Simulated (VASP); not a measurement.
# Al33N32 (a cell with a defect) in VASP: notebook

The runs below take Al33N32 (a cell with a defect) through single point, with PBEsol.

All numbers are computed with VASP 6.6.1; they aren't measurements. Logs are shortened: lines on timing, memory, paths and dates and some standing lists are left out, and cuts for length are marked.

### 1 The cell of the first run

The cell holds a defect, 65 atoms: a = 8.755 Å, b = 8.755 Å, c = 8.755 Å, α = 90.00°, β = 90.00°, γ = 90.00°.

### 2 Single point, PBEsol

The input, INCAR:

```
SYSTEM = Al33N32
PREC = Accurate
ENCUT = 520
EDIFF = 1E-6
ISMEAR = -1
SIGMA = 0.05
LREAL = Auto
LASPH = .TRUE.
NELM = 80
ALGO = Normal
ISIF = 2
LWAVE = .FALSE.
LCHARG = .FALSE.
GGA = PS
NELECT = 256.0
ISYM = 0
NBANDS = 168
```

The input, KPOINTS:

```
Automatic mesh
0
Gamma
  1 1 1
  0.25 0.25 0.25
```

The input, POSCAR:

```
Al33N32
1.0
    8.7554440000      0.0000000000      0.0000000000
    0.0000000000      8.7554440000      0.0000000000
    0.0000000000      0.0000000000      8.7554440000
Al N
33 32
Direct
    0.9997690000      0.9994190000      0.9989600000
    0.9958610000      0.9954960000      0.4997300000
    0.9958220000      0.5002260000      0.9950350000
    0.0014140000      0.5017880000      0.5013080000
    0.5005340000      0.9955010000      0.9950740000
    0.5020920000      0.0010530000      0.5013100000
    0.5021000000      0.5017740000      0.0006460000
    0.5225130000      0.5221880000      0.5217140000
    0.2486340000      0.2483030000      0.0004260000
    0.2287550000      0.2285080000      0.5204060000
    0.2501560000      0.7545870000      0.9950430000
    0.2488670000      0.7491130000      0.5012780000
    0.7549220000      0.2498500000      0.9950810000
    0.7494860000      0.2485430000      0.5012970000
    0.7509620000      0.7506170000      0.9991760000
    0.7552480000      0.7548910000      0.4999320000
    0.2486410000      0.0008530000      0.2478440000
    0.2501920000      0.9955240000      0.7541020000
    0.2287480000      0.5209350000      0.2279150000
    0.2488750000      0.5017630000      0.7486950000
    0.7548910000      0.9955290000      0.2493810000
    0.7509680000      0.9996250000      0.7501660000
    0.7494680000      0.5017530000      0.2480890000
    0.7552300000      0.5003940000      0.7544510000
    0.0011990000      0.2483050000      0.2478350000
    0.9958740000      0.2498430000      0.7541270000
    0.9958260000      0.7545960000      0.2493660000
    0.9999730000      0.7506230000      0.7501560000
    0.5212250000      0.2284740000      0.2279990000
    0.5020800000      0.2485430000      0.7487060000
    0.5020760000      0.7491150000      0.2480780000
    0.5007300000      0.7548920000      0.7544640000
    0.3760730000      0.3758590000      0.3752640000
    0.1254010000      0.1250550000      0.1246110000
    0.1138470000      0.1135150000      0.6363700000
    0.1138010000      0.6368640000      0.1130320000
    0.1256140000      0.6252890000      0.6248330000
    0.6371520000      0.1135280000      0.1130550000
    0.6256250000      0.1252780000      0.6248360000
    0.6256190000      0.6252790000      0.1248300000
    0.6378890000      0.6375800000      0.6371090000
    0.3755440000      0.3752460000      0.1399400000
    0.3756330000      0.3753210000      0.6096650000
    0.3756290000      0.8752260000      0.1265640000
    0.3756810000      0.8752680000      0.6230650000
    0.8755450000      0.3752870000      0.1265650000
    0.8756360000      0.3753590000      0.6230720000
    0.8755120000      0.8751920000      0.1239140000
    0.8757180000      0.8753660000      0.6257630000
    0.3755490000      0.1403560000      0.3747750000
    0.3756330000      0.1270270000      0.8748050000
    0.3756030000      0.6101000000      0.3748160000
    0.3756850000      0.6235380000      0.8748480000
    0.8755650000      0.1270210000      0.3748370000
    0.8755300000      0.1243570000      0.8747440000
    0.8756040000      0.6235370000      0.3749030000
    0.8757070000      0.6262140000      0.8749110000
    0.1406890000      0.3752740000      0.3747170000
    0.1273520000      0.3752970000      0.8747810000
    0.1273430000      0.8752260000      0.3748380000
    0.1247060000      0.8751860000      0.8747300000
    0.6104200000      0.3753030000      0.3748590000
    0.6238430000      0.3753490000      0.8748740000
    0.6238420000      0.8752760000      0.3748950000
    0.6265550000      0.8753700000      0.8749360000
```

Potentials or basis: VASP PAW PBE potentials, release 64 (Al, N).

Command:

```bash
$ cat potpaw_PBE.64/Al/POTCAR potpaw_PBE.64/N/POTCAR > POTCAR
$ mpirun -np 1 vasp_std > vasp.out
```

OUTCAR:

```text
SYSTEM = Al33N32
   PREC = Accurate
   ENCUT = 520
   EDIFF = 1E-6
   ISMEAR = -1
   LREAL = Auto
   LASPH = .TRUE.
   NELM = 80
   ISIF = 2
   GGA = PS
   NELECT = 256.0
   ISYM = 0

 ion  position               nearest neighbor table
   1  1.000  0.999  0.999-  55 1.89  61 1.89  48 1.89  34 1.91  11 3.07  27 3.07  26 3.07  13 3.07
                            18 3.07  21 3.07  22 3.08  28 3.08  15 3.08   9 3.08  17 3.08  25 3.08
   2  0.996  0.995  0.500-  49 1.85  35 1.89  60 1.91  54 1.91  10 2.89  16 2.98  27 3.04  21 3.04
                            28 3.07  22 3.07  12 3.09  14 3.09  17 3.12  25 3.12  18 3.15  26 3.15
   3  0.996  0.500  0.995-  57 1.85  36 1.89  59 1.91  46 1.91  19 2.89  24 2.98  13 3.04  26 3.04
                            15 3.07  28 3.07  20 3.09  23 3.09  25 3.13   9 3.13  11 3.15  27 3.15
   4  0.001  0.502  0.501-  37 1.88  56 1.89  47 1.89  58 1.99  12 3.06  20 3.06  28 3.08  16 3.09
                            24 3.09  10 3.12  19 3.12  27 3.13  26 3.13  23 3.13  14 3.13  25 3.14
   5  0.501  0.996  0.995-  65 1.85  38 1.89  44 1.91  51 1.91  29 2.89  32 2.98  11 3.04  18 3.04
                            15 3.07  22 3.07  31 3.09  30 3.09  17 3.12   9 3.12  21 3.15  13 3.15
   6  0.502  0.001  0.501-  39 1.88  64 1.89  45 1.89  50 1.99  14 3.06  30 3.06  22 3.08  32 3.09
                            16 3.09  29 3.12  10 3.12  18 3.12  21 3.13  12 3.13  31 3.13  17 3.14
   7  0.502  0.502  0.001-  40 1.88  63 1.89  53 1.89  42 1.99  31 3.06  23 3.06  15 3.08  32 3.09
                            24 3.09  19 3.12  29 3.12  13 3.13  11 3.13  30 3.13  20 3.13   9 3.14
   8  0.523  0.522  0.522-  41 1.75  62 1.97  43 1.97  52 1.98  33 2.22  16 2.89  32 2.89  24 2.89
                            31 3.12  12 3.12  23 3.12  14 3.12  20 3.12  30 3.12
   9  0.249  0.248  0.000-  34 1.87  51 1.89  59 1.89  42 1.99  25 3.06  17 3.06   1 3.08  26 3.09
[... 67 lines left out ...]
  52  0.376  0.610  0.375-   8 1.98  19 1.98  12 1.98  31 1.98  33 2.05
  53  0.376  0.624  0.875-   7 1.89  20 1.89  11 1.91  32 1.91
  54  0.876  0.127  0.375-  25 1.89  14 1.89   2 1.91  21 1.91
  55  0.876  0.124  0.875-  13 1.85  26 1.85   1 1.89  22 1.89
  56  0.876  0.624  0.375-   4 1.89  23 1.89  16 1.91  27 1.91
  57  0.876  0.626  0.875-   3 1.85  24 1.85  15 1.89  28 1.89
  58  0.141  0.375  0.375-  10 1.97  19 1.97   4 1.99  25 1.99  33 2.06
  59  0.127  0.375  0.875-   9 1.89  20 1.89   3 1.91  26 1.91
  60  0.127  0.875  0.375-  17 1.89  12 1.89   2 1.91  27 1.91
  61  0.125  0.875  0.875-  11 1.85  18 1.85   1 1.89  28 1.89
  62  0.610  0.375  0.375-   8 1.97  29 1.98  14 1.98  23 1.98  33 2.05
  63  0.624  0.375  0.875-   7 1.89  30 1.89  13 1.91  24 1.91
  64  0.624  0.875  0.375-   6 1.89  31 1.89  21 1.91  16 1.91
  65  0.627  0.875  0.875-   5 1.85  32 1.85  15 1.89  22 1.89

IMPORTANT INFORMATION: All symmetrisations will be switched off!
NOSYMM: (Re-)initialisation of all symmetry stuff for point group C_1.

----------------------------------------------------------------------------------------

                                     Primitive cell

  volume of cell :     671.1731

  direct lattice vectors                    reciprocal lattice vectors
     8.755444000  0.000000000  0.000000000     0.114214653  0.000000000  0.000000000
     0.000000000  8.755444000  0.000000000     0.000000000  0.114214653  0.000000000
     0.000000000  0.000000000  8.755444000     0.000000000  0.000000000  0.114214653

  length of vectors
     8.755444000  8.755444000  8.755444000     0.114214653  0.114214653  0.114214653

  position of ions in fractional coordinates (direct lattice)
     0.999769000  0.999419000  0.998960000
     0.995861000  0.995496000  0.499730000
     0.995822000  0.500226000  0.995035000
     0.001414000  0.501788000  0.501308000
     0.500534000  0.995501000  0.995074000
     0.502092000  0.001053000  0.501310000
[... 57 lines left out ...]
     0.623842000  0.875276000  0.374895000
     0.626555000  0.875370000  0.874936000

  ion indices of the primitive-cell ions
   primitive index   ion index
                 1           1
                 2           2
                 3           3
                 4           4
                 5           5
                 6           6
[... 57 lines left out ...]
                64          64
                65          65

----------------------------------------------------------------------------------------

 KPOINTS: Automatic mesh

Automatic generation of k-mesh.
 Grid dimensions read from file:
 generate k-points for:    1    1    1

 Generating k-lattice:

  Cartesian coordinates                     Fractional coordinates (reciprocal lattice)
     0.114214653  0.000000000  0.000000000     1.000000000  0.000000000  0.000000000
     0.000000000  0.114214653  0.000000000     0.000000000  1.000000000  0.000000000
     0.000000000  0.000000000  0.114214653     0.000000000  0.000000000  1.000000000

  Length of vectors
     0.114214653  0.114214653  0.114214653

  Shift w.r.t. Gamma in fractional coordinates (k-lattice)
     0.250000000  0.250000000  0.250000000

 Subroutine IBZKPT returns following result:
 ===========================================

 Found      4 irreducible k-points:

 Following reciprocal coordinates:
            Coordinates               Weight
  0.250000  0.250000  0.250000      2.000000
 -0.250000  0.250000  0.250000      2.000000
 -0.250000 -0.250000  0.250000      2.000000
  0.250000 -0.250000  0.250000      2.000000
   k-points           NKPTS =      4   k-points in BZ     NKDIM =      4   number of bands    NBANDS=    168
   number of dos      NEDOS =    301   number of ions     NIONS =     65
   total plane-waves  NPLWV = 343000
   dimension x,y,z NGX =    70 NGY =   70 NGZ =   70
   dimension x,y,z NGXF=   140 NGYF=  140 NGZF=  140
   ions per type =              33  32
   NGX,Y,Z   is equivalent  to a cutoff of  13.29, 13.29, 13.29 a.u.
   NGXF,Y,Z  is equivalent  to a cutoff of  26.58, 26.58, 26.58 a.u.
 SYSTEM =  Al33N32
   PREC   = accura    normal or accurate (medium, high low for compatibility)
   ISTART =      0    job   : 0-new  1-cont  2-samecut
   ICHARG =      2    charge: 1-file 2-atom 10-const
   ISPIN  =      1    spin polarized calculation?
   LNONCOLLINEAR =      F non collinear calculations
   LSORBIT =      F    spin-orbit coupling
   LASPH  =      T    aspherical Exc in radial PAW
   ENCUT  =  520.0 eV  38.22 Ry    6.18 a.u.  16.28 16.28 16.28*2*pi/ulx,y,z
   NELM   =     80;   NELMIN=  2; NELMDL= -5     # of ELM steps
   EDIFF  = 0.1E-05   stopping-criterion for ELM
   LREAL  =      T    real-space projection
   EDIFFG = 0.1E-04   stopping-criterion for IOM
   NSW    =      0    number of steps for IOM
   IBRION =     -1    ionic relax: 0-MD 1-quasi-New 2-CG
   NFREE  =      0    steps in history (QN), initial steepest desc. (CG)
   ISIF   =      2    stress and relaxation
   ISYM   =      0    0-nonsym 1-usesym 2-fastsym
   POTIM  = 0.5000    time-step for ionic-motion
   TEBEG  =    0.0;   TEEND  =   0.0 temperature during run
   PSTRESS=    0.0 pullay stress
   NELECT =     256.0000    total number of electrons
   NUPDOWN=      -1.0000    fix difference up-down
   EMIN   =  10.00;   EMAX   =-10.00  energy-range for DOS
   EFERMI =   0.00;   METHOD = LEGACY
   ISMEAR =    -1;   SIGMA  =   0.05  broadening in eV -4-tet -1-fermi 0-gaus
   EFERMI_NEDOS =   21; number of points for ismear=-14 and -15
   IALGO  =     38    algorithm
   IMIX   =      4    mixing-type and parameters
     AMIX     =   0.40;   BMIX     =  1.00
     AMIX_MAG =   1.60;   BMIX_MAG =  1.00
  volume/ion in A,a.u.               =      10.33        69.68
  Fermi-wavevector in a.u.,A,eV,Ry     =   1.187253  2.243583 19.178363  1.409570
  Thomas-Fermi vector in A             =   2.323408
   LORBIT       =      0    0 simple, 1 ext, 2 COOP (PROOUT), +10 PAW based schemes
   GGA     = PS    functional components
   LHFCALC =     F    Hartree Fock is set to
   AEXX    =    0.0000 exact exchange contribution
   IVDW    =     0    specifies the selected vdW correction
   LEPSILON=     F    determine dielectric tensor
   LRPA    =     F    only Hartree local field effects (RPA)
 non-spin polarized calculation
  energy-cutoff  :      520.00
  volume of cell :      671.17
 maximum number of plane-waves:     18052
 NGX is ok and might be reduce to    70
   NGX = 33   NGY = 33   NGZ = 33

 number of electron     255.9999954 magnetization

 Free energy of the ion-electron system (eV)
  ---------------------------------------------------
  ext. energy  EPLUGINS =         0.00000000
  ---------------------------------------------------
  free energy    TOTEN  =      -522.82101754 eV

  energy without entropy =     -522.82101754  energy(sigma->0) =     -522.82101754

 E-fermi :   7.2611     XC(G=0): -11.1275

 val. band max:        6.0018345028   @ k =  -0.2500   0.2500   0.2500
 cond. band min:       9.8562652987   @ k =   0.2500   0.2500   0.2500
 fundamental gap:      3.8544307960
 Fermi energy:         7.2611034832

 k-point     1 :       0.2500    0.2500    0.2500
  band No.  band energies     occupation
      1      -9.1606      2.00000
      2      -8.4128      2.00000
      3      -8.1706      2.00000
      4      -8.1703      2.00000
      5      -7.8173      2.00000
      6      -7.6596      2.00000
[... 561 lines left out ...]
    139      11.6272      0.00000
    140      11.6435      0.00000
 [bands above 140 left out]

------------------------ aborting loop because EDIFF is reached ----------------------------------------

  FORCE on cell =-STRESS in cart. coord.  units (eV):
  Direction    XX          YY          ZZ          XY          YZ          ZX
  --------------------------------------------------------------------------------------
  -------------------------------------------------------------------------------------
  Total      -20.2819650    -20.2749755    -20.2769430     -0.3767191     -0.3517156     -0.3396054
  in kB      -48.4156858    -48.3990010    -48.4036975     -0.8992775     -0.8395909     -0.8106823
  external PRESSURE =     -48.4061281 kB  Pullay stress =       0.0000000 kB

 VOLUME and BASIS-vectors are now :
 -----------------------------------------------------------------------------
  energy-cutoff  :      520.00
  volume of cell :      671.17
      direct lattice vectors                 reciprocal lattice vectors
     8.755444000  0.000000000  0.000000000     0.114214653  0.000000000  0.000000000
     0.000000000  8.755444000  0.000000000     0.000000000  0.114214653  0.000000000
     0.000000000  0.000000000  8.755444000     0.000000000  0.000000000  0.114214653

 POSITION                                       TOTAL-FORCE (eV/Angst)
 -----------------------------------------------------------------------------------
      8.75342      8.75036      8.74634         0.019767      0.022684      0.026344
      8.71921      8.71601      4.37536         0.021078      0.021832      0.030150
      8.71886      4.37970      8.71197         0.025305      0.024260      0.023640
      0.01238      4.39338      4.38917         0.024101      0.016111      0.017486
      4.38240      8.71605      8.71231         0.030359      0.025025      0.020722
      4.39604      0.00922      4.38919         0.019281      0.030581      0.018872
[... 57 lines left out ...]
      5.46201      7.66343      3.28237        -0.016576     -0.028507     -0.027902
      5.48577      7.66425      7.66045        -0.015727     -0.020577     -0.021741
 -----------------------------------------------------------------------------------
    total drift:                               -0.007969     -0.005997     -0.005071

  FREE ENERGIE OF THE ION-ELECTRON SYSTEM (eV)
  ---------------------------------------------------
  free  energy   TOTEN  =      -522.8210175413 eV

  energy  without entropy=     -522.8210175413  energy(sigma->0) =     -522.82101754
```

Run time: 16 min. Hardware: 1 thread of Intel Xeon Platinum 8259CL at 2.50GHz (Skylake/Cascade Lake), shared host; peak memory 0.82 GiB.

What came out:

| Property | Result |
| --- | --- |
| Free energy | -522.8210 eV |
| Largest force | 0.069 eV/Å |

Forces on the atoms (eV/Å):
```
Al   0.020  0.023  0.026
Al   0.021  0.022  0.030
Al   0.025  0.024  0.024
Al   0.024  0.016  0.017
Al   0.030  0.025  0.021
Al   0.019  0.031  0.019
Al   0.018  0.018  0.023
Al  -0.022 -0.022 -0.018
Al   0.023  0.021  0.019
Al   0.034  0.027  0.025
Al   0.027  0.015  0.035
Al   0.020  0.023  0.015
Al   0.012  0.023  0.028
Al   0.017  0.020  0.015
Al   0.016  0.018  0.016
Al   0.015  0.022  0.016
Al   0.026  0.021  0.023
Al   0.024  0.031  0.016
Al   0.035  0.014  0.039
Al   0.021  0.011  0.019
Al   0.015  0.031  0.027
Al   0.017  0.017  0.018
Al   0.020  0.011  0.022
Al   0.015  0.016  0.016
Al   0.019  0.024  0.024
Al   0.027  0.022  0.013
Al   0.034  0.013  0.030
Al   0.016  0.016  0.017
Al   0.015  0.029  0.037
Al   0.012  0.021  0.017
Al   0.011  0.025  0.021
Al   0.018  0.020  0.014
Al   0.005 -0.002  0.007
N   -0.015 -0.014 -0.015
N   -0.041 -0.041  0.015
N   -0.045  0.021 -0.048
N   -0.024 -0.018 -0.017
N    0.019 -0.045 -0.042
N   -0.018 -0.025 -0.017
N   -0.016 -0.017 -0.025
N   -0.027 -0.032 -0.029
N   -0.019 -0.018 -0.029
N   -0.002  0.000 -0.007
N   -0.030 -0.025 -0.023
N   -0.027 -0.029 -0.018
N   -0.020 -0.025 -0.023
N   -0.028 -0.027 -0.019
N   -0.013 -0.010 -0.024
N   -0.021 -0.020 -0.017
N   -0.019 -0.021 -0.020
N   -0.030 -0.025 -0.025
N    0.001 -0.003  0.000
N   -0.028 -0.021 -0.027
N   -0.023 -0.023 -0.029
N   -0.012 -0.019 -0.014
N   -0.025 -0.021 -0.029
N   -0.022 -0.013 -0.022
N   -0.025 -0.020 -0.016
N   -0.022 -0.027 -0.021
N   -0.022 -0.026 -0.031
N   -0.022 -0.010 -0.016
N   -0.002  0.002 -0.003
N   -0.016 -0.025 -0.032
N   -0.017 -0.029 -0.028
N   -0.016 -0.021 -0.022
```

Caveat: the cell carries a net charge on a neutralising background, which shifts energy and pressure; the cell is charged against a uniform background, so pressure and absolute levels hang on convention; the PAW data sets were made with another functional, which shifts forces and pressure a little.

(Part 1 of 2 ends here.)
